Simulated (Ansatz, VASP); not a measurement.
**Two plane-wave programs on BaTe**

Contents of POSCAR:

```
BaTe
1.0
    4.2448181569      0.0000000000      0.0000000000
    0.0000000000      4.2448181569      0.0000000000
    0.0000000000      0.0000000000      4.2448181569
Ba Te
1 1
Direct
    0.0000000000      0.0000000000      0.0000000000
    0.5000000000      0.5000000000      0.5000000000
```

The input INCAR.step1:

```
SYSTEM = BaTe
PREC = Accurate ; ENCUT = 520
ISMEAR = 0 ; SIGMA = 0.5
LREAL = .FALSE. ; LASPH = .TRUE.
NELM = 100 ; NBANDS = 15
GGA = PE ; ALGO = Normal
EDIFF = 1E-4 ; LWAVE = .TRUE.
LCHARG = .FALSE.
```

The input INCAR.step2:

```
SYSTEM = BaTe
PREC = Accurate ; ENCUT = 520
EDIFF = 1E-6 ; ISMEAR = 0
SIGMA = 0.5 ; LREAL = .FALSE.
LASPH = .TRUE. ; NELM = 100
ALGO = Normal ; ISIF = 2
LWAVE = .FALSE. ; LCHARG = .FALSE.
METAGGA = R2SCAN ; LMIXTAU = .TRUE.
NBANDS = 15 ; ISTART = 1
```

File KPOINTS:

```
regular mesh
0
G
  4 4 4
  0 0 0
```

Input for Ansatz:

```yaml
crystal:
  lattice:
    - [4.2448181569, 0.0, 0.0]
    - [0.0, 4.2448181569, 0.0]
    - [0.0, 0.0, 4.2448181569]
  atoms:
    - { symbol: Ba, position: [0.0, 0.0, 0.0] }
    - { symbol: Te, position: [0.5, 0.5, 0.5] }
kpoints:
  mp_grid: { grid: [4, 4, 4] }
hamiltonian:
  xc: r2scan
scf:
  occupations: { method: gaussian, width: 0.5 }
  n_extra_bands: 4
output:
  forces: true
  stress: true
  eigenvalues: true
```

Alike in both runs: task single point; functional r2SCAN; k mesh 4 × 4 × 4; occupations gaussian, width 0.5 eV; no spin polarisation.

|  | VASP | Ansatz |
| --- | --- | --- |
| version | VASP 6.6.1 | Ansatz 0.2.0 |
| potentials or method | VASP PAW PBE potentials, release 64 (Ba_sv, Te) | plane waves |
| plane-wave cutoff (eV) | 520 | 500 |
| valence electrons in the cell | 16 | 26 |

Ansatz gave:

| Quantity | Value |
| --- | --- |
| pressure (GPa) | 0.0 |

Question: Estimate VASP's values.

Answer: Pressure (GPa): 0.5.

VASP's potentials were made for PBE, not for r2SCAN. VASP's potentials hold 16 valence electrons a cell and Ansatz's 26, so a difference there can come from the potentials and not from the codes.

Spin-orbit coupling is off throughout.
